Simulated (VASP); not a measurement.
# Sr (P6_3/mmc) in VASP: a series of runs, part 2 of 2

VASP 6.6.1. The steps go on from the part before.

## 5. Single point, PBE

File INCAR:

```
SYSTEM = Sr
  ALGO = Fast
  EDIFF = 1E-6
  ENCUT = 520
  GGA = PE
  ISIF = 2
  ISMEAR = 0
  LASPH = .True.
  LCHARG = .True.
  LELF = .True.
  LREAL = .False.
  LVHAR = .True.
  LWAVE = .False.
  NBANDS = 17
  NELM = 60
  PREC = Accurate
  SIGMA = 0.15
```

File KPOINTS:

```
k-points
0
Gamma
  12 12 6
  0 0 0
```

File POSCAR:

```
Sr
1.0
    4.1930708426      0.0000000000      0.0000000000
   -2.0965354213      3.6313058696      0.0000000000
    0.0000000000      0.0000000000      7.2587820429
Sr
2
Direct
    0.3333333333      0.6666666667      0.2500000000
    0.6666666667      0.3333333333      0.7500000000
```

Potentials or basis: VASP PAW PBE potentials, release 64 (Sr_sv).

Launch:

```console
$ cat potpaw_PBE.64/Sr_sv/POTCAR > POTCAR
$ mpirun -np 1 vasp_std > vasp.out
```

OUTCAR:

```text
SYSTEM = Sr
   EDIFF = 1E-6
   ENCUT = 520
   GGA = PE
   ISIF = 2
   ISMEAR = 0
   LASPH = .True.
   LREAL = .False.
   NELM = 60
   PREC = Accurate

 ion  position               nearest neighbor table
   1  0.333  0.667  0.250-   2 4.36   2 4.36   2 4.36   2 4.36   2 4.36   2 4.36
   2  0.667  0.333  0.750-   1 4.36   1 4.36   1 4.36   1 4.36   1 4.36   1 4.36

  LATTYP: Found a hexagonal cell.
 ALAT       =     4.1930708426
 C/A-ratio  =     1.7311374683

  Lattice vectors:

 A1 = (   4.1930708426,   0.0000000000,   0.0000000000)
 A2 = (  -2.0965354213,   3.6313058696,   0.0000000000)
 A3 = (   0.0000000000,   0.0000000000,   7.2587820429)

Analysis of symmetry for initial positions (statically):
=====================================================================
 Subroutine PRICEL returns:
 Original cell was already a primitive cell.

 Routine SETGRP: Setting up the symmetry group for a
 hexagonal supercell.

 Subroutine GETGRP returns: Found 24 space group operations
 (whereof 12 operations were pure point group operations)
 out of a pool of 24 trial point group operations.

The static configuration has the point symmetry D_3d.
 The point group associated with its full space group is D_6h.

Analysis of symmetry for dynamics (positions and initial velocities):
=====================================================================
 Subroutine PRICEL returns:
 Original cell was already a primitive cell.

 Routine SETGRP: Setting up the symmetry group for a
 hexagonal supercell.

 Subroutine GETGRP returns: Found 24 space group operations
 (whereof 12 operations were pure point group operations)
 out of a pool of 24 trial point group operations.

The dynamic configuration has the point symmetry D_3d.
 The point group associated with its full space group is D_6h.

 Subroutine INISYM returns: Found 24 space group operations
 (whereof 12 operations are pure point group operations),
 and found     1 'primitive' translations

----------------------------------------------------------------------------------------

                                     Primitive cell

  volume of cell :     110.5246

  direct lattice vectors                    reciprocal lattice vectors
     4.193070843  0.000000000  0.000000000     0.238488697  0.137691513  0.000000000
    -2.096535421  3.631305870  0.000000000     0.000000000  0.275383026  0.000000000
     0.000000000  0.000000000  7.258782043     0.000000000  0.000000000  0.137764159

  length of vectors
     4.193070843  4.193070843  7.258782043     0.275383026  0.275383026  0.137764159

  position of ions in fractional coordinates (direct lattice)
     0.333333333  0.666666667  0.250000000
     0.666666667  0.333333333  0.750000000

  ion indices of the primitive-cell ions
   primitive index   ion index
                 1           1
                 2           2

----------------------------------------------------------------------------------------

 KPOINTS: k-points

Automatic generation of k-mesh.
 Grid dimensions read from file:
 generate k-points for:   12   12    6

 Generating k-lattice:

  Cartesian coordinates                     Fractional coordinates (reciprocal lattice)
     0.019874058  0.011474293  0.000000000     0.083333333  0.000000000  0.000000000
     0.000000000  0.022948586  0.000000000     0.000000000  0.083333333  0.000000000
     0.000000000  0.000000000  0.022960693     0.000000000  0.000000000  0.166666667

  Length of vectors
     0.022948586  0.022948586  0.022960693

  Shift w.r.t. Gamma in fractional coordinates (k-lattice)
     0.000000000  0.000000000  0.000000000

 Subroutine IBZKPT returns following result:
 ===========================================

 Found     76 irreducible k-points:

 Following reciprocal coordinates:
            Coordinates               Weight
  0.000000  0.000000  0.000000      1.000000
  0.083333 -0.000000  0.000000      6.000000
  0.166667  0.000000  0.000000      6.000000
  0.250000 -0.000000  0.000000      6.000000
  0.333333 -0.000000  0.000000      6.000000
  0.416667 -0.000000  0.000000      6.000000
[... 16 lines left out ...]
  0.250000 -0.000000  0.166667     12.000000
  0.333333 -0.000000  0.166667     12.000000
 [... further k-points ...]
   k-points           NKPTS =     76   k-points in BZ     NKDIM =     76   number of bands    NBANDS=     17
   number of dos      NEDOS =    301   number of ions     NIONS =      2
   total plane-waves  NPLWV =  55296
   dimension x,y,z NGX =    32 NGY =   32 NGZ =   54
   dimension x,y,z NGXF=    64 NGYF=   64 NGZF=  108
   ions per type =               2
   NGX,Y,Z   is equivalent  to a cutoff of  12.69, 12.69, 12.37 a.u.
   NGXF,Y,Z  is equivalent  to a cutoff of  25.37, 25.37, 24.73 a.u.
 SYSTEM =  Sr
   PREC   = accura    normal or accurate (medium, high low for compatibility)
   ISTART =      0    job   : 0-new  1-cont  2-samecut
   ICHARG =      2    charge: 1-file 2-atom 10-const
   ISPIN  =      1    spin polarized calculation?
   LNONCOLLINEAR =      F non collinear calculations
   LSORBIT =      F    spin-orbit coupling
   LASPH  =      T    aspherical Exc in radial PAW
   ENCUT  =  520.0 eV  38.22 Ry    6.18 a.u.   7.80  7.80 13.50*2*pi/ulx,y,z
   NELM   =     60;   NELMIN=  2; NELMDL= -5     # of ELM steps
   EDIFF  = 0.1E-05   stopping-criterion for ELM
   LREAL  =      F    real-space projection
   EDIFFG = 0.1E-04   stopping-criterion for IOM
   NSW    =      0    number of steps for IOM
   IBRION =     -1    ionic relax: 0-MD 1-quasi-New 2-CG
   NFREE  =      0    steps in history (QN), initial steepest desc. (CG)
   ISIF   =      2    stress and relaxation
   ISYM   =      2    0-nonsym 1-usesym 2-fastsym
   POTIM  = 0.5000    time-step for ionic-motion
   TEBEG  =    0.0;   TEEND  =   0.0 temperature during run
   PSTRESS=    0.0 pullay stress
   NELECT =      20.0000    total number of electrons
   NUPDOWN=      -1.0000    fix difference up-down
   EMIN   =  10.00;   EMAX   =-10.00  energy-range for DOS
   EFERMI =   0.00;   METHOD = LEGACY
   ISMEAR =     0;   SIGMA  =   0.15  broadening in eV -4-tet -1-fermi 0-gaus
   EFERMI_NEDOS =   21; number of points for ismear=-14 and -15
   IALGO  =     68    algorithm
   IMIX   =      4    mixing-type and parameters
     AMIX     =   0.40;   BMIX     =  1.00
     AMIX_MAG =   1.60;   BMIX_MAG =  1.00
  volume/ion in A,a.u.               =      55.26       372.93
  Fermi-wavevector in a.u.,A,eV,Ry     =   0.925974  1.749836 11.666002  0.857427
  Thomas-Fermi vector in A             =   2.051886
   LORBIT       =      0    0 simple, 1 ext, 2 COOP (PROOUT), +10 PAW based schemes
   GGA     = PE    functional components
   LHFCALC =     F    Hartree Fock is set to
   AEXX    =    0.0000 exact exchange contribution
   IVDW    =     0    specifies the selected vdW correction
   LEPSILON=     F    determine dielectric tensor
   LRPA    =     F    only Hartree local field effects (RPA)
 non-spin polarized calculation
 RMM-DIIS sequential band-by-band and
 Gauss-broadening in eV      SIGMA  =   0.15
  energy-cutoff  :      520.00
  volume of cell :      110.52
 maximum number of plane-waves:      3012
 NGX is ok and might be reduce to    32
   NGX = 15   NGY = 15   NGZ = 27

 number of electron      20.0000000 magnetization

 Free energy of the ion-electron system (eV)
  ---------------------------------------------------
  ext. energy  EPLUGINS =         0.00000000
  ---------------------------------------------------
  free energy    TOTEN  =        -3.26863588 eV

  energy without entropy =       -3.24114541  energy(sigma->0) =       -3.25489064

 E-fermi :   1.5586     XC(G=0):  -7.3354

 val. band max:        1.5568462773   @ k =   0.3333   0.3333   0.1667
 cond. band min:       1.5599237884   @ k =   0.2500   0.1667   0.0000
 fundamental gap:      0.0030775112
 Fermi energy:         1.5586300989

 k-point     1 :       0.0000    0.0000    0.0000
  band No.  band energies     occupation
      1     -35.0647      2.00000
      2     -35.0545      2.00000
      3     -17.1177      2.00000
      4     -16.9699      2.00000
      5     -16.9699      2.00000
      6     -16.9545      2.00000
[... 9 lines left out ...]
     16       4.2609      0.00000
     17       5.0118      0.00000
[... 441 lines left out ...]
 k-point    24 :       0.3333   -0.0000    0.1667
  band No.  band energies     occupation
      1     -35.0533      2.00000
      2     -35.0482      2.00000
      3     -17.1092      2.00000
      4     -17.0892      2.00000
      5     -17.0513      2.00000
      6     -17.0050      2.00000
[... 9 lines left out ...]
     16       4.8758      0.00000
     17       5.3104      0.00000

 [... further k-points ...]

------------------------ aborting loop because EDIFF is reached ----------------------------------------

  FORCE on cell =-STRESS in cart. coord.  units (eV):
  Direction    XX          YY          ZZ          XY          YZ          ZX
  --------------------------------------------------------------------------------------
  -------------------------------------------------------------------------------------
  Total        0.2913821      0.2913821     -0.5461490      0.0000000      0.0000000      0.0000000
  in kB        4.2239102      4.2239102     -7.9170424      0.0000000      0.0000000      0.0000000
  external PRESSURE =       0.1769260 kB  Pullay stress =       0.0000000 kB

 VOLUME and BASIS-vectors are now :
 -----------------------------------------------------------------------------
  energy-cutoff  :      520.00
  volume of cell :      110.52
      direct lattice vectors                 reciprocal lattice vectors
     4.193070843  0.000000000  0.000000000     0.238488697  0.137691513  0.000000000
    -2.096535421  3.631305870  0.000000000     0.000000000  0.275383026  0.000000000
     0.000000000  0.000000000  7.258782043     0.000000000  0.000000000  0.137764159

 POSITION                                       TOTAL-FORCE (eV/Angst)
 -----------------------------------------------------------------------------------
     -0.00000      2.42087      1.81470        -0.000000      0.000000      0.000000
      2.09654      1.21044      5.44409         0.000000     -0.000000     -0.000000
 -----------------------------------------------------------------------------------
    total drift:                               -0.000000      0.000000     -0.000000

  FREE ENERGIE OF THE ION-ELECTRON SYSTEM (eV)
  ---------------------------------------------------
  free  energy   TOTEN  =        -3.2686358768 eV

  energy  without entropy=       -3.2411454069  energy(sigma->0) =       -3.25489064
```

It took 60 s on 1 thread of Intel Xeon 6975P-C (Granite Rapids), shared host; peak memory 0.3 GiB.

Results:

```
Free energy            : -3.2686 eV
Pressure               : 0.0 GPa
Band gap on the k mesh : zero (bands 10 and 11 overlap by 0.32 eV)
```

Caveat: the cell differs from its parent crystal (strain +e along x and -e along y +0.0000, strain +e along z and -e/2 along x and y +0.0350).

## 6. Summary

```tsv
cell	gap on the mesh (eV)	pressure (GPa)
a = 4.417, b = 4.417, c = 6.522 Å, angles 90.0, 90.0, 120.0°, 2 atoms	none	0.2
a = 4.118, b = 4.118, c = 7.504 Å, angles 90.0, 90.0, 120.0°, 2 atoms	none	0.1
a = 4.342, b = 4.342, c = 6.768 Å, angles 90.0, 90.0, 120.0°, 2 atoms	none	0.0
a = 4.193, b = 4.193, c = 7.259 Å, angles 90.0, 90.0, 120.0°, 2 atoms	none	0.0
```

Alike in all rows: task single point; level PBE; potentials or basis VASP PAW PBE potentials, release 64 (Sr_sv); no spin polarisation; k mesh 12 × 12 × 6; cutoff (eV) 520; smearing gaussian 0.15 eV.

Absolute energies hang on the potentials; compare differences alone.

The gap in the log of VASP goes by the Fermi energy; the results here count the filled bands.